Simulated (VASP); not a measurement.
# Os (Fd-3m) in VASP: further runs

Os is run at these levels: revPBE; tasks: single point.

All numbers are computed with VASP 6.6.1; they aren't measurements. Logs are shortened: lines on timing, memory, paths and dates and some standing lists are left out, and cuts for length are marked.

## 1. The cell of the first run

Symmetry: Fd-3m, No. 227, cubic system. The conventional cell has a = 5.341 Å, b = 5.341 Å, c = 5.341 Å, α = 90.00°, β = 90.00°, γ = 90.00°. Os (site symmetry -43m) has 4 Os at 2.31 Å within 3.1 Å.

This isn't the form of Os at room conditions, which is hcp.

## 2. Single point, revPBE (19.05 Å³/atom)

File INCAR:

```
PREC = Accurate
ENCUT = 520
EDIFF = 1E-6
ISMEAR = -1
SIGMA = 0.1
LREAL = False
LASPH = True
NELM = 100
ALGO = Normal
ISIF = 2
LWAVE = False
LCHARG = False
GGA = RE
NBANDS = 15
```

File KPOINTS:

```
Automatic mesh
0
Gamma
  11 11 11
```

File POSCAR:

```
Os
1.0
    0.0000000000      2.6705891504      2.6705891504
    2.6705891504      0.0000000000      2.6705891504
    2.6705891504      2.6705891504      0.0000000000
Os
2
Direct
    0.1250000000      0.1250000000      0.1250000000
    0.8750000000      0.8750000000      0.8750000000
```

Potentials or basis: VASP PAW PBE potentials, release 64 (Os).

Launch:

```bash
cat potpaw_PBE.64/Os/POTCAR > POTCAR
mpirun -np 1 vasp_std > vasp.out
```

OUTCAR:

```text
PREC = Accurate
   ENCUT = 520
   EDIFF = 1E-6
   ISMEAR = -1
   LREAL = False
   LASPH = True
   NELM = 100
   ISIF = 2
   GGA = RE

 ion  position               nearest neighbor table
   1  0.125  0.125  0.125-   2 2.31   2 2.31   2 2.31   2 2.31
   2  0.875  0.875  0.875-   1 2.31   1 2.31   1 2.31   1 2.31

  LATTYP: Found a face centered cubic cell.
 ALAT       =     5.3411783008

  Lattice vectors:

 A1 = (   0.0000000000,   2.6705891504,   2.6705891504)
 A2 = (   2.6705891504,   0.0000000000,   2.6705891504)
 A3 = (   2.6705891504,   2.6705891504,   0.0000000000)

Analysis of symmetry for initial positions (statically):
=====================================================================
 Subroutine PRICEL returns:
 Original cell was already a primitive cell.

 Routine SETGRP: Setting up the symmetry group for a
 face centered cubic supercell.

 Subroutine GETGRP returns: Found 48 space group operations
 (whereof 12 operations were pure point group operations)
 out of a pool of 48 trial point group operations.

The static configuration has the point symmetry D_3d.
 The point group associated with its full space group is O_h .

Analysis of symmetry for dynamics (positions and initial velocities):
=====================================================================
 Subroutine PRICEL returns:
 Original cell was already a primitive cell.

 Routine SETGRP: Setting up the symmetry group for a
 face centered cubic supercell.

 Subroutine GETGRP returns: Found 48 space group operations
 (whereof 12 operations were pure point group operations)
 out of a pool of 48 trial point group operations.

The dynamic configuration has the point symmetry D_3d.
 The point group associated with its full space group is O_h .

 Subroutine INISYM returns: Found 48 space group operations
 (whereof 12 operations are pure point group operations),
 and found     1 'primitive' translations

----------------------------------------------------------------------------------------

                                     Primitive cell

  volume of cell :      38.0935

  direct lattice vectors                    reciprocal lattice vectors
     0.000000000  2.670589150  2.670589150    -0.187224605  0.187224605  0.187224605
     2.670589150  0.000000000  2.670589150     0.187224605 -0.187224605  0.187224605
     2.670589150  2.670589150  0.000000000     0.187224605  0.187224605 -0.187224605

  length of vectors
     3.776783396  3.776783396  3.776783396     0.324282529  0.324282529  0.324282529

[... 90 lines left out ...]
   PSTRESS=    0.0 pullay stress
   NELECT =      16.0000    total number of electrons
   NUPDOWN=      -1.0000    fix difference up-down
   EMIN   =  10.00;   EMAX   =-10.00  energy-range for DOS
   EFERMI =   0.00;   METHOD = LEGACY
   ISMEAR =    -1;   SIGMA  =   0.10  broadening in eV -4-tet -1-fermi 0-gaus
   EFERMI_NEDOS =   21; number of points for ismear=-14 and -15
   IALGO  =     38    algorithm
   IMIX   =      4    mixing-type and parameters
     AMIX     =   0.40;   BMIX     =  1.00
     AMIX_MAG =   1.60;   BMIX_MAG =  1.00
  volume/ion in A,a.u.               =      19.05       128.53
  Fermi-wavevector in a.u.,A,eV,Ry     =   1.226021  2.316843 20.451276  1.503126
  Thomas-Fermi vector in A             =   2.361037
   LORBIT       =      0    0 simple, 1 ext, 2 COOP (PROOUT), +10 PAW based schemes
   GGA     = RE    functional components
   LHFCALC =     F    Hartree Fock is set to
   AEXX    =    0.0000 exact exchange contribution
   IVDW    =     0    specifies the selected vdW correction
   LEPSILON=     F    determine dielectric tensor
   LRPA    =     F    only Hartree local field effects (RPA)
 non-spin polarized calculation
  energy-cutoff  :      520.00
  volume of cell :       38.09
 maximum number of plane-waves:      1039
   NGX = 13   NGY = 13   NGZ = 13

 number of electron      15.9999998 magnetization

 Free energy of the ion-electron system (eV)
  ---------------------------------------------------
  ext. energy  EPLUGINS =         0.00000000
  ---------------------------------------------------
  free energy    TOTEN  =       -18.64925370 eV

  energy without entropy =      -18.59802124  energy(sigma->0) =      -18.62363747

 E-fermi :   5.7372     XC(G=0): -11.7922

 val. band max:        5.7321417057   @ k =   0.3636   0.0000   0.0000
 cond. band min:       5.7445366469   @ k =   0.4545   0.2727   0.0909
 fundamental gap:      0.0123949412
 Fermi energy:         5.7372377565

 k-point     1 :       0.0000    0.0000    0.0000
  band No.  band energies     occupation
      1      -2.5465      2.00000
      2       0.8449      2.00000
      3       0.8449      2.00000
      4       1.7518      2.00000
      5       1.7518      2.00000
      6       1.7518      2.00000
      7       5.1245      1.99565
      8       5.1245      1.99565
      9       5.1245      1.99565
     10       8.8088      0.00000
     11       8.8088      0.00000
     12      17.4055      0.00000
     13      17.8073      0.00000
     14      18.8808      0.00000
[... 401 lines left out ...]
      2       0.3127      2.00000
      3       1.0419      2.00000
      4       1.2839      2.00000
      5       1.9056      2.00000
      6       2.9324      2.00000
      7       4.1099      2.00000
      8       4.5192      1.99999
      9       5.8913      0.35286
     10       7.6193      0.00000
     11       9.1286      0.00000
     12      13.7708      0.00000
     13      14.3298      0.00000
     14      16.8729      0.00000
     15      18.2590      0.00000

 [... further k-points ...]

------------------------ aborting loop because EDIFF is reached ----------------------------------------

  FORCE on cell =-STRESS in cart. coord.  units (eV):
  Direction    XX          YY          ZZ          XY          YZ          ZX
  --------------------------------------------------------------------------------------
  -------------------------------------------------------------------------------------
  Total        7.6182030      7.6182030      7.6182030     -0.0000000      0.0000000     -0.0000000
  in kB      320.4142994    320.4142994    320.4142994     -0.0000000      0.0000000     -0.0000000
  external PRESSURE =     320.4142994 kB  Pullay stress =       0.0000000 kB

 VOLUME and BASIS-vectors are now :
 -----------------------------------------------------------------------------
  energy-cutoff  :      520.00
  volume of cell :       38.09
      direct lattice vectors                 reciprocal lattice vectors
     0.000000000  2.670589150  2.670589150    -0.187224605  0.187224605  0.187224605
     2.670589150  0.000000000  2.670589150     0.187224605 -0.187224605  0.187224605
     2.670589150  2.670589150  0.000000000     0.187224605  0.187224605 -0.187224605

 POSITION                                       TOTAL-FORCE (eV/Angst)
 -----------------------------------------------------------------------------------
      0.66765      0.66765      0.66765         0.000000      0.000000     -0.000000
      4.67353      4.67353      4.67353        -0.000000     -0.000000      0.000000
 -----------------------------------------------------------------------------------
    total drift:                                0.000000     -0.000000     -0.000000

  FREE ENERGIE OF THE ION-ELECTRON SYSTEM (eV)
  ---------------------------------------------------
  free  energy   TOTEN  =       -18.6492537020 eV

  energy  without entropy=      -18.5980212382  energy(sigma->0) =      -18.62363747
```

stdout:

```text
POSCAR found type information on POSCAR Os
 POSCAR found :  1 types and       2 ions
 scaLAPACK will be used
 -----------------------------------------------------------------------------
|                                                                             |
|                                                                             |
|     You enforced a specific xc type in the INCAR file but a different       |
|     I HOPE YOU KNOW WHAT YOU ARE DOING!                                     |
|                                                                             |
 -----------------------------------------------------------------------------

 LDA part: xc-table for (Slater+PW92), standard interpolation
 POSCAR, INCAR and KPOINTS ok, starting setup
 FFT: planning ... GRIDC
 FFT: planning ... GRID_SOFT
 FFT: planning ... GRID
 WAVECAR not read
 entering main loop
```

Wall time 29 s (1 thread of Intel Xeon 8259CL, shared host); peak memory 0.17 GiB.

Results:

| Quantity | Value |
| --- | --- |
| Free energy | -18.6493 eV |
| Pressure | 32.0 GPa |
| Band gap on the k mesh | zero (bands 8 and 9 overlap by 1.16 eV) |

Caveat: the cell stands under pressure; the PAW data sets were made with another functional, which shifts forces and pressure a little; spin-orbit coupling is left out, which moves the levels of the heavy elements.

## 3. Single point, revPBE (19.91 Å³/atom)

This run uses another cell than the first one, of 19.91 Å³/atom.

File INCAR:

```
SYSTEM = Os
  ALGO = Normal
  EDIFF = 1E-6
  ENCUT = 520
  GGA = RE
  ISIF = 2
  ISMEAR = -1
  LASPH = .TRUE.
  LCHARG = .FALSE.
  LREAL = .FALSE.
  LWAVE = .FALSE.
  NBANDS = 15
  NELM = 100
  PREC = Accurate
  SIGMA = 0.1
```

File KPOINTS:

```
k-points
0
G
  11 11 11
  0 0 0
```

File POSCAR:

```
Os
1.0
    0.0000000000      2.7104545673      2.7104545673
    2.7104545673      0.0000000000      2.7104545673
    2.7104545673      2.7104545673      0.0000000000
Os
2
Direct
    0.1250000000      0.1250000000      0.1250000000
    0.8750000000      0.8750000000      0.8750000000
```

Potentials or basis: VASP PAW PBE potentials, release 64 (Os).

Launch:

```bash
cat potpaw_PBE.64/Os/POTCAR > POTCAR
mpirun -np 1 vasp_std > vasp.out
```

Run time: 41 s. Hardware: 1 thread of Intel Xeon 8259CL, shared host; peak memory 0.18 GiB.

Results (log left out):

```
Free energy            : -18.9204 eV
Pressure               : 18.5 GPa
Band gap on the k mesh : zero (bands 8 and 9 overlap by 1.11 eV)
```

Levels at points of the mesh, in eV from the Fermi level:
```csv
k point,band 4,band 5,band 6,band 7,band 8,band 9,band 10,band 11,band 12,band 13
"(0.00, 0.00, 0.00)",-3.82,-3.82,-3.82,-0.59,-0.59,-0.59,2.85,2.85,11.54,11.78
```

Caveat: the cell stands under pressure; the PAW data sets were made with another functional, which shifts forces and pressure a little; spin-orbit coupling is left out, which moves the levels of the heavy elements.

## 4. Single point, revPBE (20.78 Å³/atom)

This run uses another cell than the first one, of 20.78 Å³/atom.

File INCAR:

```
PREC = Accurate
ENCUT = 520
EDIFF = 1E-6
ISMEAR = -1
SIGMA = 0.1
LREAL = False
LASPH = True
NELM = 80
ALGO = Normal
ISIF = 2
LWAVE = False
LCHARG = True
GGA = RE
LELF = True
LVHAR = True
NBANDS = 15
```

File KPOINTS:

```
regular mesh
0
Gamma
  11 11 11
```

File POSCAR:

```
Os
1.0
    0.0000000000      2.7491805790      2.7491805790
    2.7491805790      0.0000000000      2.7491805790
    2.7491805790      2.7491805790      0.0000000000
Os
2
Direct
    0.1250000000      0.1250000000      0.1250000000
    0.8750000000      0.8750000000      0.8750000000
```

Launch:

```bash
cat potpaw_PBE.64/Os/POTCAR > POTCAR
mpirun -np 1 vasp_std > vasp.out
```

It took 43 s on 1 thread of Intel Xeon 8259CL, shared host; peak memory 0.18 GiB.

It converged, with:

```yaml
Free_energy: -19.0600 eV
Pressure: 7.6 GPa
Band_gap_on_the_k_mesh: zero (bands 8 and 9 overlap by 1.05 eV)
```

Levels at points of the mesh, in eV from the Fermi level:
```
           k point  band 4  band 5  band 6  band 7  band 8  band 9  band 10  band 11  band 12  band 13
(0.00, 0.00, 0.00)   -3.67   -3.67   -3.67   -0.56   -0.56   -0.56     2.65     2.65    11.41    11.51
```

Caveat: the cell stands under pressure; the PAW data sets were made with another functional, which shifts forces and pressure a little; spin-orbit coupling is left out, which moves the levels of the heavy elements.

## 5. Single point, revPBE (21.64 Å³/atom)

This run uses another cell than the first one, of 21.64 Å³/atom.

INCAR, as its differences from that of step 4:

```diff
@@ -7,3 +7,3 @@
 LASPH = True
-NELM = 80
+NELM = 60
 ALGO = Normal
```

KPOINTS is that of step 4.

File POSCAR:

```
Os
1.0
    0.0000000000      2.7868452673      2.7868452673
    2.7868452673      0.0000000000      2.7868452673
    2.7868452673      2.7868452673      0.0000000000
Os
2
Direct
    0.1250000000      0.1250000000      0.1250000000
    0.8750000000      0.8750000000      0.8750000000
```

Launch:

```bash
cat potpaw_PBE.64/Os/POTCAR > POTCAR
mpirun -np 1 vasp_std > vasp.out
```

Wall time 40 s (1 thread of Intel Xeon 8259CL, shared host); peak memory 0.18 GiB.

Results (log left out):

```
Free energy            : -19.0945 eV
Pressure               : -1.1 GPa
Band gap on the k mesh : zero (bands 8 and 9 overlap by 1.00 eV)
```

Levels at points of the mesh, in eV from the Fermi level:
```tsv
k point	band 6	band 7	band 8	band 9	band 10	band 11
(0.00, 0.00, 0.00)	-3.52	-0.54	-0.54	-0.54	2.47	2.47
```

Caveat: the PAW data sets were made with another functional, which shifts forces and pressure a little; spin-orbit coupling is left out, which moves the levels of the heavy elements.

## 6. Summary

```csv
cell,gap on the mesh (eV),pressure (GPa)
"a = 3.777 Å, angles 60.0°, 2 atoms",none,32.0
"a = 3.833 Å, angles 60.0°, 2 atoms",none,18.5
"a = 3.888 Å, angles 60.0°, 2 atoms",none,7.6
"a = 3.941 Å, angles 60.0°, 2 atoms",none,-1.1
```

Alike in all rows: task single point; level revPBE; potentials or basis VASP PAW PBE potentials, release 64 (Os); no spin polarisation; k mesh 11 × 11 × 11; cutoff (eV) 520; smearing fermi-dirac 0.1 eV.

Caveats: the PAW data sets were made with another functional, which shifts forces and pressure a little; spin-orbit coupling is left out, which moves the levels of the heavy elements; the cell stands under pressure (at least some runs).

Absolute energies hang on the potentials; compare differences alone.
